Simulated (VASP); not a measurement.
# Ag (P6_3/mmc) in VASP: a series of runs

Ag is run at these levels: r2SCAN; tasks: single point.

Everything below comes from runs of VASP 6.6.1. Logs are shortened: lines on timing, memory, paths and dates and some standing lists are left out, and cuts for length are marked.

### 1 The cell of the first run

The structure is hexagonal, space group P6_3/mmc (No. 194). The conventional cell has a = 2.904 Å, b = 2.904 Å, c = 4.510 Å, α = 90.00°, β = 90.00°, γ = 120.00°. Within 3.7 Å of Ag (site symmetry -6m2) lie 12 Ag at 2.81 to 2.90 Å.

This isn't the form of Ag at room conditions, which is fcc.

### 2 Single point, r2SCAN (strain +0.000 along x and y, -0.050 along z)

The input, POSCAR:

```
Ag
1.0
    2.9036957656      0.0000000000      0.0000000000
   -1.4518478828      2.5146742979      0.0000000000
    0.0000000000      0.0000000000      4.5104540124
Ag
2
Direct
    0.3333333333      0.6666666667      0.2500000000
    0.6666666667      0.3333333333      0.7500000000
```

The input, INCAR.step1:

```
SYSTEM = Ag
  ALGO = Normal
  EDIFF = 1E-4
  ENCUT = 520
  GGA = PE
  ISMEAR = 0
  LASPH = .TRUE.
  LCHARG = .FALSE.
  LREAL = .FALSE.
  LWAVE = .TRUE.
  NBANDS = 18
  NELM = 100
  PREC = Accurate
  SIGMA = 0.15
```

The input, INCAR.step2:

```
SYSTEM = Ag
  ALGO = Normal
  EDIFF = 1E-6
  ENCUT = 520
  ISIF = 2
  ISMEAR = 0
  ISTART = 1
  LASPH = .TRUE.
  LCHARG = .TRUE.
  LELF = .TRUE.
  LMIXTAU = .TRUE.
  LREAL = .FALSE.
  LVHAR = .TRUE.
  LWAVE = .FALSE.
  METAGGA = R2SCAN
  NBANDS = 18
  NELM = 100
  PREC = Accurate
  SIGMA = 0.15
```

The input, KPOINTS:

```
k-points
0
G
  24 24 14
  0 0 0
```

Potentials or basis: VASP PAW PBE potentials, release 64 (Ag).

Command:

```sh
$ cat potpaw_PBE.64/Ag/POTCAR > POTCAR
$ cp INCAR.step1 INCAR
$ mpirun -np 1 vasp_std > vasp.out
$ cp INCAR.step2 INCAR
$ mpirun -np 1 vasp_std > vasp.out
```

OUTCAR:

```text
SYSTEM = Ag
   EDIFF = 1E-6
   ENCUT = 520
   ISIF = 2
   ISMEAR = 0
   ISTART = 1
   LASPH = .TRUE.
   LREAL = .FALSE.
   METAGGA = R2SCAN
   NELM = 100
   PREC = Accurate

 ion  position               nearest neighbor table
   1  0.333  0.667  0.250-   2 2.81   2 2.81   2 2.81   2 2.81   2 2.81   2 2.81
   2  0.667  0.333  0.750-   1 2.81   1 2.81   1 2.81   1 2.81   1 2.81   1 2.81

  LATTYP: Found a hexagonal cell.
 ALAT       =     2.9036957656
 C/A-ratio  =     1.5533493783

  Lattice vectors:

 A1 = (   2.9036957656,   0.0000000000,   0.0000000000)
 A2 = (  -1.4518478828,   2.5146742979,   0.0000000000)
 A3 = (   0.0000000000,   0.0000000000,   4.5104540124)

Analysis of symmetry for initial positions (statically):
=====================================================================
 Subroutine PRICEL returns:
 Original cell was already a primitive cell.

 Routine SETGRP: Setting up the symmetry group for a
 hexagonal supercell.

 Subroutine GETGRP returns: Found 24 space group operations
 (whereof 12 operations were pure point group operations)
 out of a pool of 24 trial point group operations.

The static configuration has the point symmetry D_3d.
 The point group associated with its full space group is D_6h.

Analysis of symmetry for dynamics (positions and initial velocities):
=====================================================================
 Subroutine PRICEL returns:
 Original cell was already a primitive cell.

 Routine SETGRP: Setting up the symmetry group for a
 hexagonal supercell.

 Subroutine GETGRP returns: Found 24 space group operations
 (whereof 12 operations were pure point group operations)
 out of a pool of 24 trial point group operations.

The dynamic configuration has the point symmetry D_3d.
 The point group associated with its full space group is D_6h.

 Subroutine INISYM returns: Found 24 space group operations
 (whereof 12 operations are pure point group operations),
 and found     1 'primitive' translations

----------------------------------------------------------------------------------------

                                     Primitive cell

  volume of cell :      32.9347

  direct lattice vectors                    reciprocal lattice vectors
     2.903695766  0.000000000  0.000000000     0.344388697  0.198832907  0.000000000
    -1.451847883  2.514674298  0.000000000     0.000000000  0.397665813  0.000000000
     0.000000000  0.000000000  4.510454012     0.000000000  0.000000000  0.221707171

  length of vectors
     2.903695766  2.903695766  4.510454012     0.397665813  0.397665813  0.221707171

  position of ions in fractional coordinates (direct lattice)
     0.333333333  0.666666667  0.250000000
     0.666666667  0.333333333  0.750000000

  ion indices of the primitive-cell ions
   primitive index   ion index
                 1           1
                 2           2

----------------------------------------------------------------------------------------

 KPOINTS: k-points

Automatic generation of k-mesh.
 Grid dimensions read from file:
 generate k-points for:   24   24   14

 Generating k-lattice:

  Cartesian coordinates                     Fractional coordinates (reciprocal lattice)
     0.014349529  0.008284704  0.000000000     0.041666667  0.000000000  0.000000000
     0.000000000  0.016569409  0.000000000     0.000000000  0.041666667  0.000000000
     0.000000000  0.000000000  0.015836227     0.000000000  0.000000000  0.071428571

  Length of vectors
     0.016569409  0.016569409  0.015836227

  Shift w.r.t. Gamma in fractional coordinates (k-lattice)
     0.000000000  0.000000000  0.000000000

 Subroutine IBZKPT returns following result:
 ===========================================

 Found    488 irreducible k-points:

 Following reciprocal coordinates:
            Coordinates               Weight
  0.000000  0.000000  0.000000      1.000000
  0.041667  0.000000  0.000000      6.000000
  0.083333  0.000000  0.000000      6.000000
  0.125000  0.000000  0.000000      6.000000
  0.166667  0.000000  0.000000      6.000000
  0.208333  0.000000  0.000000      6.000000
[... 16 lines left out ...]
  0.416667  0.041667  0.000000     12.000000
  0.458333  0.041667  0.000000     12.000000
 [... further k-points ...]
   k-points           NKPTS =    488   k-points in BZ     NKDIM =    488   number of bands    NBANDS=     18
   number of dos      NEDOS =    301   number of ions     NIONS =      2
   total plane-waves  NPLWV =  20736
   dimension x,y,z NGX =    24 NGY =   24 NGZ =   36
   dimension x,y,z NGXF=    48 NGYF=   48 NGZF=   72
   ions per type =               2
   NGX,Y,Z   is equivalent  to a cutoff of  13.74, 13.74, 13.27 a.u.
   NGXF,Y,Z  is equivalent  to a cutoff of  27.48, 27.48, 26.54 a.u.
 SYSTEM =  Ag
   PREC   = accura    normal or accurate (medium, high low for compatibility)
   ISTART =      1    job   : 0-new  1-cont  2-samecut
   ICHARG =      0    charge: 1-file 2-atom 10-const
   ISPIN  =      1    spin polarized calculation?
   LNONCOLLINEAR =      F non collinear calculations
   LSORBIT =      F    spin-orbit coupling
   LASPH  =      T    aspherical Exc in radial PAW
   ENCUT  =  520.0 eV  38.22 Ry    6.18 a.u.   5.40  5.40  8.39*2*pi/ulx,y,z
   NELM   =    100;   NELMIN=  2; NELMDL=  0     # of ELM steps
   EDIFF  = 0.1E-05   stopping-criterion for ELM
   LREAL  =      F    real-space projection
   EDIFFG = 0.1E-04   stopping-criterion for IOM
   NSW    =      0    number of steps for IOM
   IBRION =     -1    ionic relax: 0-MD 1-quasi-New 2-CG
   NFREE  =      0    steps in history (QN), initial steepest desc. (CG)
   ISIF   =      2    stress and relaxation
   ISYM   =      2    0-nonsym 1-usesym 2-fastsym
   POTIM  = 0.5000    time-step for ionic-motion
   TEBEG  =    0.0;   TEEND  =   0.0 temperature during run
   PSTRESS=    0.0 pullay stress
   NELECT =      22.0000    total number of electrons
   NUPDOWN=      -1.0000    fix difference up-down
   EMIN   =  10.00;   EMAX   =-10.00  energy-range for DOS
   EFERMI =   0.00;   METHOD = LEGACY
   ISMEAR =     0;   SIGMA  =   0.15  broadening in eV -4-tet -1-fermi 0-gaus
   EFERMI_NEDOS =   21; number of points for ismear=-14 and -15
   IALGO  =     38    algorithm
   IMIX   =      4    mixing-type and parameters
     AMIX     =   0.40;   BMIX     =  1.00
     AMIX_MAG =   1.60;   BMIX_MAG =  1.00
  volume/ion in A,a.u.               =      16.47       111.13
  Fermi-wavevector in a.u.,A,eV,Ry     =   1.431083  2.704354 27.864695  2.047997
  Thomas-Fermi vector in A             =   2.550858
   LORBIT       =      0    0 simple, 1 ext, 2 COOP (PROOUT), +10 PAW based schemes
   METAGGA = R2SCAN    functional components
   LHFCALC =     F    Hartree Fock is set to
   AEXX    =    0.0000 exact exchange contribution
   IVDW    =     0    specifies the selected vdW correction
   LEPSILON=     F    determine dielectric tensor
   LRPA    =     F    only Hartree local field effects (RPA)
 non-spin polarized calculation
 Gauss-broadening in eV      SIGMA  =   0.15
  energy-cutoff  :      520.00
  volume of cell :       32.93
 maximum number of plane-waves:       911
 NGX is ok and might be reduce to    24
   NGX = 11   NGY = 11   NGZ = 17

 number of electron      22.0000000 magnetization

 Free energy of the ion-electron system (eV)
  ---------------------------------------------------
  ext. energy  EPLUGINS =         0.00000000
  ---------------------------------------------------
  free energy    TOTEN  =       -42.65149145 eV

  energy without entropy =      -42.64511286  energy(sigma->0) =      -42.64830215

 E-fermi :   8.9850     XC(G=0): -13.2089

 val. band max:        8.9785315525   @ k =   0.3750   0.1250   0.3571
 cond. band min:       8.9904125181   @ k =   0.4583  -0.0000   0.4286
 fundamental gap:      0.0118809656
 Fermi energy:         8.9849513642

 k-point     1 :       0.0000    0.0000    0.0000
  band No.  band energies     occupation
      1       0.6926      2.00000
      2       1.9753      2.00000
      3       3.7423      2.00000
      4       3.7423      2.00000
      5       3.8755      2.00000
      6       4.0528      2.00000
[... 10 lines left out ...]
     17      27.5439      0.00000
     18      28.2404      0.00000

 k-point     2 :       0.0417    0.0000    0.0000
  band No.  band energies     occupation
      1       0.7420      2.00000
      2       2.0020      2.00000
      3       3.6781      2.00000
      4       3.7685      2.00000
      5       3.9368      2.00000
      6       4.0442      2.00000
[... 10 lines left out ...]
     17      27.9793      0.00000
     18      28.2643      0.00000

 k-point     3 :       0.0833    0.0000    0.0000
  band No.  band energies     occupation
      1       0.8876      2.00000
      2       2.0778      2.00000
      3       3.5701      2.00000
      4       3.8461      2.00000
      5       4.0075      2.00000
      6       4.0546      2.00000
[... 10 lines left out ...]
     17      28.3094      0.00000
     18      28.3160      0.00000

 k-point     4 :       0.1250    0.0000    0.0000
  band No.  band energies     occupation
      1       1.1213      2.00000
      2       2.1889      2.00000
      3       3.4586      2.00000
      4       3.9690      2.00000
      5       3.9717      2.00000
      6       3.9788      2.00000
[... 10 lines left out ...]
     17      28.3081      0.00000
     18      28.6844      0.00000

 k-point     5 :       0.1667    0.0000    0.0000
  band No.  band energies     occupation
      1       1.4255      2.00000
      2       2.3087      2.00000
      3       3.3674      2.00000
      4       3.7743      2.00000
      5       3.9499      2.00000
      6       3.9627      2.00000
[... 10 lines left out ...]
     17      27.4543      0.00000
     18      28.2745      0.00000

 k-point     6 :       0.2083    0.0000    0.0000
  band No.  band energies     occupation
      1       1.7646      2.00000
      2       2.3954      2.00000
      3       3.3379      2.00000
      4       3.5279      2.00000
      5       3.8666      2.00000
      6       3.9441      2.00000
[... 10 lines left out ...]
     17      26.3419      0.00000
     18      27.9641      0.00000

 k-point     7 :       0.2500    0.0000    0.0000
  band No.  band energies     occupation
      1       2.0725      2.00000
      2       2.4146      2.00000
      3       3.2638      2.00000
      4       3.4230      2.00000
      5       3.7699      2.00000
      6       3.9781      2.00000
[... 10 lines left out ...]
     17      25.5690      0.00000
     18      27.0617      0.00000

 k-point     8 :       0.2917    0.0000    0.0000
  band No.  band energies     occupation
      1       2.2452      2.00000
      2       2.4023      2.00000
      3       3.0120      2.00000
      4       3.6398      2.00000
      5       3.6785      2.00000
      6       4.0533      2.00000
[... 10 lines left out ...]
     17      24.7344      0.00000
     18      26.4504      0.00000
[... 229 lines left out ...]
     17      25.3795      0.00000
     18      26.9945      0.00000

 k-point    20 :       0.2917    0.0417    0.0000
  band No.  band energies     occupation
      1       2.2776      2.00000
      2       2.4409      2.00000
      3       2.8907      2.00000
      4       3.6256      2.00000
      5       3.7316      2.00000
      6       4.1005      2.00000
[... 10 lines left out ...]
     17      24.0966      0.00000
     18      26.5902      0.00000

 k-point    21 :       0.3333    0.0417    0.0000
  band No.  band energies     occupation
      1       2.2055      2.00000
      2       2.4771      2.00000
      3       2.6921      2.00000
      4       3.5552      2.00000
      5       4.0140      2.00000
      6       4.2095      2.00000
[... 10 lines left out ...]
     17      22.7056      0.00000
     18      26.1342      0.00000

 k-point    22 :       0.3750    0.0417    0.0000
  band No.  band energies     occupation
      1       2.1267      2.00000
      2       2.4792      2.00000
      3       2.5381      2.00000
      4       3.4999      2.00000
      5       4.1738      2.00000
      6       4.2104      2.00000
[... 10 lines left out ...]
     17      21.7251      0.00000
     18      25.7765      0.00000

 k-point    23 :       0.4167    0.0417    0.0000
  band No.  band energies     occupation
      1       2.0670      2.00000
      2       2.4335      2.00000
      3       2.4679      2.00000
      4       3.4619      2.00000
      5       4.1392      2.00000
      6       4.2980      2.00000
[... 10 lines left out ...]
     17      20.8826      0.00000
     18      25.5325      0.00000

 k-point    24 :       0.4583    0.0417    0.0000
  band No.  band energies     occupation
      1       2.0354      2.00000
      2       2.3806      2.00000
      3       2.4587      2.00000
      4       3.4425      2.00000
      5       4.1216      2.00000
      6       4.3355      2.00000
[... 10 lines left out ...]
     17      20.3212      0.00000
     18      25.4092      0.00000

 [... further k-points ...]

------------------------ aborting loop because EDIFF is reached ----------------------------------------

  FORCE on cell =-STRESS in cart. coord.  units (eV):
  Direction    XX          YY          ZZ          XY          YZ          ZX
  --------------------------------------------------------------------------------------
  -------------------------------------------------------------------------------------
  Total        0.9095942      0.9095942      2.2702378      0.0000000     -0.0000000      0.0000000
  in kB       44.2491747     44.2491747    110.4406136      0.0000000     -0.0000000      0.0000000
  external PRESSURE =      66.3129877 kB  Pullay stress =       0.0000000 kB

 VOLUME and BASIS-vectors are now :
 -----------------------------------------------------------------------------
  energy-cutoff  :      520.00
  volume of cell :       32.93
      direct lattice vectors                 reciprocal lattice vectors
     2.903695766  0.000000000  0.000000000     0.344388697  0.198832907  0.000000000
    -1.451847883  2.514674298  0.000000000     0.000000000  0.397665813  0.000000000
     0.000000000  0.000000000  4.510454012     0.000000000  0.000000000  0.221707171

 POSITION                                       TOTAL-FORCE (eV/Angst)
 -----------------------------------------------------------------------------------
     -0.00000      1.67645      1.12761        -0.000000      0.000000      0.000000
      1.45185      0.83822      3.38284         0.000000     -0.000000      0.000000
 -----------------------------------------------------------------------------------
    total drift:                                0.000000     -0.000000      0.000000

  FREE ENERGIE OF THE ION-ELECTRON SYSTEM (eV)
  ---------------------------------------------------
  free  energy   TOTEN  =       -42.6514914458 eV

  energy  without entropy=      -42.6451128556  energy(sigma->0) =      -42.64830215
```

Run time: 15 min. Hardware: 1 thread of Intel Xeon 8259CL, shared host; peak memory 0.35 GiB.

What came out:

| Item | Value |
| --- | --- |
| Free energy | -42.6515 eV |
| Pressure | 6.6 GPa |
| Band gap on the k mesh | zero (bands 11 and 12 overlap by 7.88 eV) |

Levels at points of the mesh, in eV from the Fermi level:
```csv
k point,band 7,band 8,band 9,band 10,band 11,band 12,band 13,band 14,band 15,band 16
"(0.00, 0.00, 0.00)",-4.93,-4.80,-4.80,-3.49,-3.49,-0.07,4.57,15.93,18.54,18.56
"(0.50, 0.00, 0.00)",-4.32,-3.50,-3.30,-3.20,-0.12,1.38,7.65,7.83,10.41,10.64
"(0.00, 0.00, 0.50)",-4.86,-4.86,-3.83,-3.83,-3.83,-3.83,12.92,12.92,16.37,16.37
"(0.50, 0.00, 0.50)",-3.55,-3.55,-3.37,-3.37,0.68,0.68,4.79,4.79,14.06,14.06
```

Caveat: the cell differs from its parent crystal (strain +0.000 along x and y, -0.050 along z); the stress differs along the axes, from 4 to 11 GPa; the PAW data sets were made with another functional, which shifts forces and pressure a little.

(Continued in part 2 of 2.)

The gap in the log of VASP goes by the Fermi energy; the results here count the filled bands.